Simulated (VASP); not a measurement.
# AlAs5 (P-3m1) in VASP: further runs, part 2 of 2

VASP 6.6.1. The steps go on from the part before.

## (4) Relaxation of cell and atoms, PBE

This run uses another cell than the first one, of 23.64 Å³/atom.

INCAR

```
SYSTEM = AlAs5
ALGO = Normal ; EDIFF = 1E-7
EDIFFG = -0.01 ; ENCUT = 500
GGA = PE ; GGA_COMPAT = .FALSE.
IBRION = 2 ; ISIF = 3
ISMEAR = 0 ; LASPH = .TRUE.
LCHARG = .FALSE. ; LREAL = .FALSE.
LWAVE = .FALSE. ; NELM = 120
NELMIN = 4 ; NSW = 100
PREC = Accurate ; SIGMA = 0.1
```

KPOINTS

```
k-points
0
G
  12 12 2
  0 0 0
```

POSCAR

```
AlAs5
1.0
    3.8752558986      0.0000000000      0.0000000000
   -1.9376279493      3.3560700543      0.0000000000
    0.0000000000      0.0000000000     21.8138880648
Al As
2 10
Direct
    0.3333333333      0.6666666667      0.0404220451
    0.6666666667      0.3333333333      0.9595779549
    0.0000000000      0.0000000000      0.3904068771
    0.3333333333      0.6666666667      0.4484937874
    1.0000000000      1.0000000000      0.6095931229
    0.6666666667      0.3333333333      0.5515062126
    0.6666666667      0.3333333333      0.0829443016
    0.3333333333      0.6666666667      0.2289463442
    0.3333333333      0.6666666667      0.9170556984
    0.6666666667      0.3333333333      0.7710536558
    0.3333333333      0.6666666667      0.7120591466
    0.6666666667      0.3333333333      0.2879408534
```

Potentials or basis: VASP PAW PBE potentials, release 64 (Al, As).

The run is started by

```
$ cat potpaw_PBE.64/Al/POTCAR potpaw_PBE.64/As/POTCAR > POTCAR
$ mpirun -np 1 vasp_std > vasp.out
```

OUTCAR:

```text
SYSTEM = AlAs5
   EDIFF = 1E-7
   EDIFFG = -0.01
   ENCUT = 500
   GGA = PE
   IBRION = 2
   ISIF = 3
   ISMEAR = 0
   LASPH = .TRUE.
   LREAL = .FALSE.
   NELM = 120
   NELMIN = 4
   NSW = 100
   PREC = Accurate

 ion  position               nearest neighbor table
   1  0.333  0.667  0.040-   7 2.42   7 2.42   7 2.42   9 2.69   2 2.85   2 2.85   2 2.85
   2  0.667  0.333  0.960-   9 2.42   9 2.42   9 2.42   7 2.69   1 2.85   1 2.85   1 2.85
   3  0.000  0.000  0.390-   4 2.57   4 2.57   4 2.57
   4  0.333  0.667  0.448-   3 2.57   3 2.57   3 2.57
   5  0.000  0.000  0.610-   6 2.57   6 2.57   6 2.57
   6  0.667  0.333  0.552-   5 2.57   5 2.57   5 2.57
   7  0.667  0.333  0.083-   1 2.42   1 2.42   1 2.42   2 2.69
   8  0.333  0.667  0.229-  12 2.58  12 2.58  12 2.58
   9  0.333  0.667  0.917-   2 2.42   2 2.42   2 2.42   1 2.69
  10  0.667  0.333  0.771-  11 2.58  11 2.58  11 2.58
  11  0.333  0.667  0.712-  10 2.58  10 2.58  10 2.58
  12  0.667  0.333  0.288-   8 2.58   8 2.58   8 2.58

  LATTYP: Found a hexagonal cell.
 ALAT       =     3.8752558986
 C/A-ratio  =     5.6290187372

  Lattice vectors:

 A1 = (   3.8752558986,   0.0000000000,   0.0000000000)
 A2 = (  -1.9376279493,   3.3560700543,   0.0000000000)
 A3 = (   0.0000000000,   0.0000000000,  21.8138880648)

Analysis of symmetry for initial positions (statically):
=====================================================================
[... 323 lines left out ...]
  FREE ENERGIE OF THE ION-ELECTRON SYSTEM (eV)
  ---------------------------------------------------
  free  energy   TOTEN  =       -55.1407755358 eV

  energy  without entropy=      -55.1335759521  energy(sigma->0) =      -55.13717574

[... ionic steps 4 to 24 ...]

--------------------------------------- Ionic step       25  -------------------------------------------

 number of electron      55.9999996 magnetization

------------------------ aborting loop because EDIFF is reached ----------------------------------------
[... 87 lines left out ...]
--------------------------------------- Ionic step       27  -------------------------------------------

 number of electron      55.9999997 magnetization

 Free energy of the ion-electron system (eV)
  ---------------------------------------------------
  ext. energy  EPLUGINS =         0.00000000
  ---------------------------------------------------
  free energy    TOTEN  =       -55.14288629 eV

  energy without entropy =      -55.13586396  energy(sigma->0) =      -55.13937512

 E-fermi :   4.2881     XC(G=0):  -9.2081

 val. band max:        4.2761196166   @ k =   0.4167  -0.0000   0.5000
 cond. band min:       4.2937818919   @ k =   0.0833  -0.0000   0.0000
 fundamental gap:      0.0176622753
 Fermi energy:         4.2881379579

 k-point     1 :       0.0000    0.0000    0.0000
  band No.  band energies     occupation
      1     -10.0320      2.00000
      2      -9.7224      2.00000
      3      -9.3059      2.00000
      4      -8.9721      2.00000
      5      -8.6586      2.00000
      6      -7.5141      2.00000
[... 901 lines left out ...]
     34       6.2012      0.00000
     35       6.3622      0.00000

 [... further k-points ...]
[... 5 lines left out ...]
  --------------------------------------------------------------------------------------
  -------------------------------------------------------------------------------------
  Total       -0.0076980     -0.0076980     -0.0183326      0.0000000     -0.0000000      0.0000000
  in kB       -0.0429158     -0.0429158     -0.1022031      0.0000000     -0.0000000      0.0000000
  external PRESSURE =      -0.0626783 kB  Pullay stress =       0.0000000 kB
[... 27 lines left out ...]
  FREE ENERGIE OF THE ION-ELECTRON SYSTEM (eV)
  ---------------------------------------------------
  free  energy   TOTEN  =       -55.1428862878 eV

  energy  without entropy=      -55.1358639567  energy(sigma->0) =      -55.13937512

 reached required accuracy - stopping structural energy minimisation
```

OSZICAR:

```text
N       E                     dE             d eps       ncg     rms          rms(c)
DAV:   1     0.233863050323E+03    0.23386E+03   -0.21393E+04  2660   0.128E+03
DAV:   2    -0.314620400023E+02   -0.26533E+03   -0.25882E+03  3246   0.192E+02
DAV:   3    -0.551011121909E+02   -0.23639E+02   -0.23278E+02  3318   0.567E+01
DAV:   4    -0.557028277608E+02   -0.60172E+00   -0.59777E+00  3496   0.954E+00
[... 244 lines left out ...]
DAV:   2    -0.551428889599E+02   -0.34500E-04   -0.46929E-04  3448   0.733E-02    0.116E-02
DAV:   3    -0.551428860571E+02    0.29028E-05   -0.30036E-05  3495   0.244E-02    0.719E-03
DAV:   4    -0.551428859467E+02    0.11042E-06   -0.54654E-06  3476   0.105E-02    0.416E-03
DAV:   5    -0.551428862050E+02   -0.25831E-06   -0.21861E-06  3087   0.564E-03    0.132E-03
DAV:   6    -0.551428862878E+02   -0.82770E-07   -0.17565E-07  2476   0.184E-03
  27 F= -.55142886E+02 E0= -.55139375E+02  d E =-.453716E-04
```

Wall time 60 min (1 thread of Intel Xeon 6975P-C (Granite Rapids), shared host); peak memory 0.53 GiB.

What came out:

- Free energy: -55.1429 eV
- Relaxed volume: 23.95 Å³/atom
- Relaxed cell: a = 3.876 Å, b = 3.876 Å, c = 22.084 Å, α = 90.00°, β = 90.00°, γ = 120.00°
- Space group after relaxing (to 0.1 Å): P-3m1 (No. 164)
- Energy gained by relaxing: 0.3 meV/atom
- Ionic steps: 27
- Pressure after relaxing: 0.0 GPa
- Largest force after relaxing: 0.005 eV/Å
- Band gap on the k mesh: zero (bands 28 and 29 overlap by 0.09 eV)

Forces on the atoms (eV/Å):
```
Al   0.000  0.000 -0.004
Al   0.000  0.000  0.004
As   0.000  0.000  0.005
As   0.000  0.000  0.004
As   0.000  0.000 -0.005
As   0.000  0.000 -0.004
As   0.000  0.000 -0.003
As   0.000  0.000  0.002
As   0.000  0.000  0.003
As   0.000  0.000 -0.002
As   0.000  0.000  0.005
As   0.000  0.000 -0.005
```

The path:
| step | energy change (eV) | largest force (eV/Å) | pressure (GPa) | volume (Å³) |
| --- | --- | --- | --- | --- |
| 1 | 0.0000 | 0.0488 | 0.24 | 283.70 |
| 2 | -0.0007 | 0.0376 | -0.14 | 285.16 |
| 3 | -0.0010 | 0.0116 | -0.01 | 284.63 |
| 4 | -0.0010 | 0.0126 | -0.01 | 284.65 |
| 5 | -0.0011 | 0.0141 | 0.00 | 284.67 |
| 6 | -0.0012 | 0.0170 | 0.02 | 284.69 |
| 7 | -0.0013 | 0.0163 | 0.02 | 284.83 |
| 8 | -0.0016 | 0.0173 | 0.01 | 285.25 |
| 9 | -0.0017 | 0.0320 | 0.00 | 286.08 |
| 10 | -0.0017 | 0.0263 | 0.00 | 285.83 |
| 11 | -0.0018 | 0.0220 | -0.01 | 285.99 |
| 12 | -0.0020 | 0.0148 | -0.04 | 286.46 |
| 13 | -0.0020 | 0.0190 | -0.05 | 286.60 |
| 14 | -0.0021 | 0.0116 | 0.01 | 286.51 |
| 15 | -0.0021 | 0.0126 | 0.02 | 286.50 |
| 16 | -0.0021 | 0.0127 | 0.01 | 286.55 |
| 17 | -0.0023 | 0.0151 | 0.00 | 286.72 |
| 18 | -0.0025 | 0.0201 | -0.02 | 287.05 |
| 19 | -0.0025 | 0.0363 | -0.06 | 287.71 |
| 20 | -0.0026 | 0.0247 | -0.04 | 287.34 |
| 21 | -0.0026 | 0.0238 | -0.03 | 287.33 |
| 22 | -0.0028 | 0.0241 | -0.01 | 287.29 |
| 23 | -0.0029 | 0.0247 | 0.03 | 287.22 |
| 24 | -0.0029 | 0.0249 | 0.04 | 287.20 |
| 25 | -0.0030 | 0.0163 | 0.00 | 287.36 |
| 26 | -0.0030 | 0.0134 | -0.02 | 287.45 |
| 27 | -0.0031 | 0.0054 | -0.01 | 287.39 |

Final structure:
```
Al As
1.0
     3.87641    0.00000    0.00000
    -1.93821    3.35707    0.00000
     0.00000    0.00000   22.08405
Al As
2 10
Cartesian
  0.0000 2.2380 0.8816
  1.9382 1.1190 21.2024
  1.9382 3.3571 8.6465
  0.0000 2.2380 9.9189
  0.0000 0.0000 13.4376
  1.9382 1.1190 12.1651
  1.9382 1.1190 1.8137
  0.0000 2.2380 5.1198
  0.0000 2.2380 20.2704
  1.9382 1.1190 16.9642
  0.0000 2.2380 15.6711
  1.9382 1.1190 6.4129
```

Caveat: semilocal functionals underestimate gaps, and a narrow one can read as zero; this functional lacks dispersion, which binds layers or chains, so the pressure and a relaxed spacing across them are unreliable.

## (5) Overview

```tsv
task	cell	cutoff (eV)	gap on the mesh (eV)	pressure (GPa)	relaxed volume (Å³/atom)	largest force (eV/Å)
relaxation of cell and atoms	relaxed from a = 3.873, b = 3.873, c = 22.139 Å, angles 90.0, 90.0, 120.0°, 12 atoms, atomic positions A	600	none	0.0	23.96	-
single point	a = 3.873, b = 3.873, c = 22.145 Å, angles 90.0, 90.0, 120.0°, 12 atoms, atomic positions B	520	none	0.2	-	0.05
relaxation of cell and atoms	relaxed from a = 3.875, b = 3.875, c = 21.814 Å, angles 90.0, 90.0, 120.0°, 12 atoms, atomic positions C	500	none	0.0	23.95	0.01
```

Alike in all rows: level PBE; potentials or basis VASP PAW PBE potentials, release 64 (Al, As); no spin polarisation; k mesh 12 × 12 × 2; smearing gaussian 0.1 eV.

Caveats: semilocal functionals underestimate gaps, and a narrow one can read as zero; this functional lacks dispersion, which binds layers or chains, so the pressure and a relaxed spacing across them are unreliable.

Absolute energies hang on the potentials; compare differences alone.
